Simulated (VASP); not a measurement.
# SiC (an interface model) in VASP: notebook

SiC (an interface model) is run at these levels: PBEsol; tasks: single point.

Everything below comes from runs of VASP 6.6.1. Logs are shortened: lines on timing, memory, paths and dates and some standing lists are left out, and cuts for length are marked.

## 1. The cell of the first run

The cell holds layers of an interface, 12 atoms: a = 3.081 Å, b = 3.081 Å, c = 15.093 Å, α = 90.00°, β = 90.00°, γ = 120.00°.

## 2. Single point, PBEsol

Input file INCAR:

```
PREC = Accurate ; ENCUT = 520
EDIFF = 1E-7 ; ISMEAR = 0
SIGMA = 0.05 ; LREAL = F
LASPH = T ; NELM = 100
ALGO = Normal ; ISIF = 2
LWAVE = F ; LCHARG = F
GGA = PS ; NBANDS = 36
```

Input file KPOINTS:

```
Automatic mesh
0
Gamma
  12 12 2
```

Input file POSCAR:

```
SiC
1.0
    3.0807515649      0.0000000000      0.0000000000
   -1.5403757825      2.6680091180      0.0000000000
    0.0000000000      0.0000000000     15.0925387168
Si C
6 6
Direct
    0.0000000000      0.0000000000      0.0000000000
    0.3333333333      0.6666666667      0.1666666667
    0.6666666667      0.3333333333      0.3333333333
    0.6666666667      0.3333333333      0.7083333333
    0.3333333333      0.6666666667      0.5416666667
    0.0000000000      0.0000000000      0.8750000000
    0.6666666667      0.3333333333      0.2083333333
    0.3333333333      0.6666666667      0.0416666667
    0.0000000000      0.0000000000      0.3750000000
    1.0000000000      0.0000000000      0.5000000000
    0.3333333333      0.6666666667      0.6666666667
    0.6666666667      0.3333333333      0.8333333333
```

Potentials or basis: VASP PAW PBE potentials, release 64 (Si, C).

Run with:

```bash
> cat potpaw_PBE.64/Si/POTCAR potpaw_PBE.64/C/POTCAR > POTCAR
> mpirun -np 1 vasp_std > vasp.out
```

OUTCAR:

```text
PREC = Accurate
   ENCUT = 520
   EDIFF = 1E-7
   ISMEAR = 0
   LREAL = F
   LASPH = T
   NELM = 100
   ISIF = 2
   GGA = PS

 ion  position               nearest neighbor table
   1  0.000  0.000  0.000-   8 1.89   6 1.89   8 1.89   8 1.89   2 3.08   2 3.08   2 3.08
   2  0.333  0.667  0.167-   7 1.89   7 1.89   7 1.89   8 1.89   3 3.08   3 3.08   3 3.08   1 3.08
                             1 3.08   1 3.08
   3  0.667  0.333  0.333-   9 1.89   7 1.89   9 1.89   9 1.89   2 3.08   2 3.08   2 3.08
   4  0.667  0.333  0.708-  11 1.89  11 1.89  11 1.89  12 1.89   5 3.08   5 3.08   5 3.08   6 3.08
                             6 3.08   6 3.08
   5  0.333  0.667  0.542-  10 1.89  11 1.89  10 1.89  10 1.89   4 3.08   4 3.08   4 3.08
   6  0.000  0.000  0.875-  12 1.89   1 1.89  12 1.89  12 1.89   4 3.08   4 3.08   4 3.08
   7  0.667  0.333  0.208-   2 1.89   2 1.89   2 1.89   3 1.89
   8  0.333  0.667  0.042-   1 1.89   2 1.89   1 1.89   1 1.89
   9  0.000  0.000  0.375-   3 1.89  10 1.89   3 1.89   3 1.89
  10  0.000  0.000  0.500-   5 1.89   9 1.89   5 1.89   5 1.89
  11  0.333  0.667  0.667-   4 1.89   4 1.89   4 1.89   5 1.89
  12  0.667  0.333  0.833-   6 1.89   4 1.89   6 1.89   6 1.89

  LATTYP: Found a hexagonal cell.
 ALAT       =     3.0807515649
 C/A-ratio  =     4.8989794856

  Lattice vectors:

 A1 = (   3.0807515649,   0.0000000000,   0.0000000000)
 A2 = (  -1.5403757825,   2.6680091180,   0.0000000000)
 A3 = (   0.0000000000,   0.0000000000,  15.0925387168)

Analysis of symmetry for initial positions (statically):
=====================================================================
 Subroutine PRICEL returns:
 Original cell was already a primitive cell.

 Routine SETGRP: Setting up the symmetry group for a
 hexagonal supercell.

 Subroutine GETGRP returns: Found 12 space group operations
 (whereof  6 operations were pure point group operations)
 out of a pool of 24 trial point group operations.

The static configuration has the point symmetry C_3v.
 The point group associated with its full space group is D_3d.

Analysis of symmetry for dynamics (positions and initial velocities):
=====================================================================
 Subroutine PRICEL returns:
 Original cell was already a primitive cell.

 Routine SETGRP: Setting up the symmetry group for a
 hexagonal supercell.

 Subroutine GETGRP returns: Found 12 space group operations
 (whereof  6 operations were pure point group operations)
 out of a pool of 24 trial point group operations.

The dynamic configuration has the point symmetry C_3v.
 The point group associated with its full space group is D_3d.

 Subroutine INISYM returns: Found 12 space group operations
 (whereof  6 operations are pure point group operations),
 and found     1 'primitive' translations

----------------------------------------------------------------------------------------

                                     Primitive cell

  volume of cell :     124.0527

  direct lattice vectors                    reciprocal lattice vectors
     3.080751565  0.000000000  0.000000000     0.324596118  0.187405656  0.000000000
    -1.540375782  2.668009118  0.000000000     0.000000000  0.374811313  0.000000000
     0.000000000  0.000000000 15.092538717     0.000000000  0.000000000  0.066257905

  length of vectors
     3.080751565  3.080751565 15.092538717     0.374811313  0.374811313  0.066257905

  position of ions in fractional coordinates (direct lattice)
     0.000000000  0.000000000  0.000000000
     0.333333333  0.666666667  0.166666667
     0.666666667  0.333333333  0.333333333
     0.666666667  0.333333333  0.708333333
     0.333333333  0.666666667  0.541666667
     0.000000000  0.000000000  0.875000000
     0.666666667  0.333333333  0.208333333
     0.333333333  0.666666667  0.041666667
     0.000000000  0.000000000  0.375000000
     0.000000000  0.000000000  0.500000000
     0.333333333  0.666666667  0.666666667
     0.666666667  0.333333333  0.833333333

  ion indices of the primitive-cell ions
   primitive index   ion index
                 1           1
                 2           2
                 3           3
                 4           4
                 5           5
                 6           6
                 7           7
                 8           8
                 9           9
                10          10
                11          11
                12          12

----------------------------------------------------------------------------------------

 KPOINTS: Automatic mesh

Automatic generation of k-mesh.
 Grid dimensions read from file:
 generate k-points for:   12   12    2

 Generating k-lattice:

  Cartesian coordinates                     Fractional coordinates (reciprocal lattice)
     0.027049677  0.015617138  0.000000000     0.083333333  0.000000000  0.000000000
     0.000000000  0.031234276  0.000000000     0.000000000  0.083333333  0.000000000
     0.000000000  0.000000000  0.033128953     0.000000000  0.000000000  0.500000000

  Length of vectors
     0.031234276  0.031234276  0.033128953

  Shift w.r.t. Gamma in fractional coordinates (k-lattice)
     0.000000000  0.000000000  0.000000000

 Subroutine IBZKPT returns following result:
 ===========================================

 Found     38 irreducible k-points:

 Following reciprocal coordinates:
            Coordinates               Weight
  0.000000  0.000000  0.000000      1.000000
  0.083333  0.000000  0.000000      6.000000
  0.166667  0.000000  0.000000      6.000000
  0.250000  0.000000  0.000000      6.000000
  0.333333  0.000000  0.000000      6.000000
  0.416667  0.000000  0.000000      6.000000
[... 16 lines left out ...]
  0.250000  0.000000  0.500000      6.000000
  0.333333  0.000000  0.500000      6.000000
 [... further k-points ...]
   k-points           NKPTS =     38   k-points in BZ     NKDIM =     38   number of bands    NBANDS=     36
   number of dos      NEDOS =    301   number of ions     NIONS =     12
   total plane-waves  NPLWV =  64512
   dimension x,y,z NGX =    24 NGY =   24 NGZ =  112
   dimension x,y,z NGXF=    48 NGYF=   48 NGZF=  224
   ions per type =               6   6
   NGX,Y,Z   is equivalent  to a cutoff of  12.95, 12.95, 12.34 a.u.
   NGXF,Y,Z  is equivalent  to a cutoff of  25.90, 25.90, 24.67 a.u.
 SYSTEM =  unknown system
   PREC   = accura    normal or accurate (medium, high low for compatibility)
   ISTART =      0    job   : 0-new  1-cont  2-samecut
   ICHARG =      2    charge: 1-file 2-atom 10-const
   ISPIN  =      1    spin polarized calculation?
   LNONCOLLINEAR =      F non collinear calculations
   LSORBIT =      F    spin-orbit coupling
   LASPH  =      T    aspherical Exc in radial PAW
   ENCUT  =  520.0 eV  38.22 Ry    6.18 a.u.   5.73  5.73 28.06*2*pi/ulx,y,z
   NELM   =    100;   NELMIN=  2; NELMDL= -5     # of ELM steps
   EDIFF  = 0.1E-06   stopping-criterion for ELM
   LREAL  =      F    real-space projection
   EDIFFG = 0.1E-05   stopping-criterion for IOM
   NSW    =      0    number of steps for IOM
   IBRION =     -1    ionic relax: 0-MD 1-quasi-New 2-CG
   NFREE  =      0    steps in history (QN), initial steepest desc. (CG)
   ISIF   =      2    stress and relaxation
   ISYM   =      2    0-nonsym 1-usesym 2-fastsym
   POTIM  = 0.5000    time-step for ionic-motion
   TEBEG  =    0.0;   TEEND  =   0.0 temperature during run
   PSTRESS=    0.0 pullay stress
   NELECT =      48.0000    total number of electrons
   NUPDOWN=      -1.0000    fix difference up-down
   EMIN   =  10.00;   EMAX   =-10.00  energy-range for DOS
   EFERMI =   0.00;   METHOD = LEGACY
   ISMEAR =     0;   SIGMA  =   0.05  broadening in eV -4-tet -1-fermi 0-gaus
   EFERMI_NEDOS =   21; number of points for ismear=-14 and -15
   IALGO  =     38    algorithm
   IMIX   =      4    mixing-type and parameters
     AMIX     =   0.40;   BMIX     =  1.00
     AMIX_MAG =   1.60;   BMIX_MAG =  1.00
  volume/ion in A,a.u.               =      10.34        69.76
  Fermi-wavevector in a.u.,A,eV,Ry     =   1.192943  2.254336 19.362639  1.423114
  Thomas-Fermi vector in A             =   2.328970
   LORBIT       =      0    0 simple, 1 ext, 2 COOP (PROOUT), +10 PAW based schemes
   GGA     = PS    functional components
   LHFCALC =     F    Hartree Fock is set to
   AEXX    =    0.0000 exact exchange contribution
   IVDW    =     0    specifies the selected vdW correction
   LEPSILON=     F    determine dielectric tensor
   LRPA    =     F    only Hartree local field effects (RPA)
 non-spin polarized calculation
 Gauss-broadening in eV      SIGMA  =   0.05
  energy-cutoff  :      520.00
  volume of cell :      124.05
 maximum number of plane-waves:      3364
 NGX is ok and might be reduce to    24
   NGX = 11   NGY = 11   NGZ = 57

 number of electron      47.9999999 magnetization

 Free energy of the ion-electron system (eV)
  ---------------------------------------------------
  ext. energy  EPLUGINS =         0.00000000
  ---------------------------------------------------
  free energy    TOTEN  =       -91.59252018 eV

  energy without entropy =      -91.59252018  energy(sigma->0) =      -91.59252018

 E-fermi :   8.9200     XC(G=0): -11.5095

 val. band max:        8.6917738708   @ k =   0.0000   0.0000   0.0000
 cond. band min:       9.4698695613   @ k =   0.5000   0.0000   0.0000
 fundamental gap:      0.7780956904
 Fermi energy:         8.9200332264

 k-point     1 :       0.0000    0.0000    0.0000
  band No.  band energies     occupation
      1      -7.4392      2.00000
      2      -6.9174      2.00000
      3      -6.7409      2.00000
      4      -5.3321      2.00000
      5      -5.2752      2.00000
      6      -3.5639      2.00000
[... 28 lines left out ...]
     35      15.4983      0.00000
     36      15.5899      0.00000
[... 866 lines left out ...]
      6      -2.1988      2.00000
[... 28 lines left out ...]
     35      15.2158      0.00000
     36      15.8574      0.00000

 [... further k-points ...]
[... 5 lines left out ...]
  --------------------------------------------------------------------------------------
  -------------------------------------------------------------------------------------
  Total        2.5085139      2.5085139     15.7440528     -0.0000000      0.0000000     -0.0000000
  in kB       32.3981943     32.3981943    203.3390706     -0.0000000      0.0000000     -0.0000000
  external PRESSURE =      89.3784864 kB  Pullay stress =       0.0000000 kB

 VOLUME and BASIS-vectors are now :
 -----------------------------------------------------------------------------
  energy-cutoff  :      520.00
  volume of cell :      124.05
      direct lattice vectors                 reciprocal lattice vectors
     3.080751565  0.000000000  0.000000000     0.324596118  0.187405656  0.000000000
    -1.540375782  2.668009118  0.000000000     0.000000000  0.374811313  0.000000000
     0.000000000  0.000000000 15.092538717     0.000000000  0.000000000  0.066257905

 POSITION                                       TOTAL-FORCE (eV/Angst)
 -----------------------------------------------------------------------------------
      0.00000      0.00000      0.00000        -0.000000      0.000000     10.753268
     -0.00000      1.77867      2.51542         0.000000      0.000000      0.040602
      1.54038      0.88934      5.03085         0.000000      0.000000      0.983966
      1.54038      0.88934     10.69055        -0.000000      0.000000     -0.040602
     -0.00000      1.77867      8.17513        -0.000000      0.000000     -0.983966
      0.00000      0.00000     13.20597         0.000000     -0.000000    -10.753268
      1.54038      0.88934      3.14428        -0.000000     -0.000000     -0.080070
     -0.00000      1.77867      0.62886        -0.000000      0.000000      0.516639
      0.00000      0.00000      5.65970        -0.000000      0.000000      1.818336
      0.00000      0.00000      7.54627         0.000000      0.000000     -1.818336
     -0.00000      1.77867     10.06169         0.000000      0.000000      0.080070
      1.54038      0.88934     12.57712        -0.000000     -0.000000     -0.516639
 -----------------------------------------------------------------------------------
    total drift:                                0.000000     -0.000000      0.000000

  FREE ENERGIE OF THE ION-ELECTRON SYSTEM (eV)
  ---------------------------------------------------
  free  energy   TOTEN  =       -91.5925201776 eV

  energy  without entropy=      -91.5925201776  energy(sigma->0) =      -91.59252018
```

Run time: 6.8 min. Hardware: 1 thread of AMD EPYC, shared host; peak memory 0.27 GiB.

What came out:

```
Free energy            : -91.5925 eV
Pressure               : 8.9 GPa
Largest force          : 10.753 eV/Å
Band gap on the k mesh : 0.78 eV, indirect (least direct gap 2.17 eV)
```

Forces in eV/Å, atoms in the order of the input:
```
Si    0.000   0.000  10.753
Si    0.000   0.000   0.041
Si    0.000   0.000   0.984
Si    0.000   0.000  -0.041
Si    0.000   0.000  -0.984
Si    0.000   0.000 -10.753
C     0.000   0.000  -0.080
C     0.000   0.000   0.517
C     0.000   0.000   1.818
C     0.000   0.000  -1.818
C     0.000   0.000   0.080
C     0.000   0.000  -0.517
```

Caveat: the PAW data sets were made with another functional, which shifts forces and pressure a little.

## 3. Single point, PBEsol

This run uses another cell than the first one, of 10.53 Å³/atom, 1.019 times its volume.

Input file INCAR:

```
SYSTEM = SiC
  ALGO = Normal
  EDIFF = 1E-6
  ENCUT = 520
  GGA = PS
  ISIF = 2
  ISMEAR = 0
  LASPH = .TRUE.
  LCHARG = .FALSE.
  LREAL = .FALSE.
  LWAVE = .FALSE.
  NBANDS = 36
  NELM = 80
  PREC = Accurate
  SIGMA = 0.05
```

Input file KPOINTS:

```
k-points
0
G
  12 12 2
  0 0 0
```

Input file POSCAR:

```
SiC
1.0
    3.0807515649      0.0000000000      0.0000000000
   -1.5403757825      2.6680091180      0.0000000000
    0.0000000000      0.0000000000     15.3736178468
Si C
6 6
Direct
    0.0000000000      0.0000000000      0.0149276117
    0.3333333333      0.6666666667      0.1792636734
    0.6666666667      0.3333333333      0.3426694760
    0.6666666667      0.3333333333      0.6957363266
    0.3333333333      0.6666666667      0.5323305240
    0.0000000000      0.0000000000      0.8600723883
    0.6666666667      0.3333333333      0.2200626698
    0.3333333333      0.6666666667      0.0566170721
    0.0000000000      0.0000000000      0.3852221302
    1.0000000000      0.0000000000      0.4897778698
    0.3333333333      0.6666666667      0.6549373302
    0.6666666667      0.3333333333      0.8183829279
```

Potentials or basis: VASP PAW PBE potentials, release 64 (Si, C).

Run with:

```bash
> cat potpaw_PBE.64/Si/POTCAR potpaw_PBE.64/C/POTCAR > POTCAR
> mpirun -np 1 vasp_std > vasp.out
```

Run time: 7 min. Hardware: 1 thread of AMD EPYC, shared host; peak memory 0.27 GiB.

The run converged. Its results:

```
Free energy            : -94.0705 eV
Pressure               : 0.6 GPa
Largest force          : 0.012 eV/Å
Band gap on the k mesh : 0.23 eV, indirect (least direct gap 1.71 eV)
```

Forces on the atoms (eV/Å):
```
Si   0.000  0.000 -0.009
Si   0.000  0.000  0.008
Si   0.000  0.000 -0.012
Si   0.000  0.000 -0.008
Si   0.000  0.000  0.012
Si   0.000  0.000  0.009
C    0.000  0.000  0.003
C    0.000  0.000 -0.006
C    0.000  0.000 -0.006
C    0.000  0.000  0.006
C    0.000  0.000 -0.003
C    0.000  0.000  0.006
```

Stress tensor (GPa, compression positive):
```
0.76 0.00 0.00
0.00 0.76 0.00
0.00 0.00 0.38
```

Levels at points of the mesh, in eV from the valence-band top:
| k point | band 21 | band 22 | band 23 | band 24 | band 25 | band 26 | band 27 | band 28 |
| --- | --- | --- | --- | --- | --- | --- | --- | --- |
| (0.00, 0.00, 0.00) | -1.46 | -0.70 | 0.00 | 0.00 | 3.25 | 3.94 | 4.50 | 4.52 |
| (0.50, 0.00, 0.00) | -2.93 | -2.88 | -1.97 | -1.48 | 0.23 | 1.10 | 2.13 | 2.36 |
| (0.00, 0.00, 0.50) | -1.44 | -1.00 | 0.00 | 0.00 | 3.25 | 4.07 | 4.52 | 4.55 |
| (0.50, 0.00, 0.50) | -3.03 | -2.72 | -2.25 | -1.49 | 0.47 | 1.08 | 1.70 | 2.57 |

Caveat: the PAW data sets were made with another functional, which shifts forces and pressure a little.
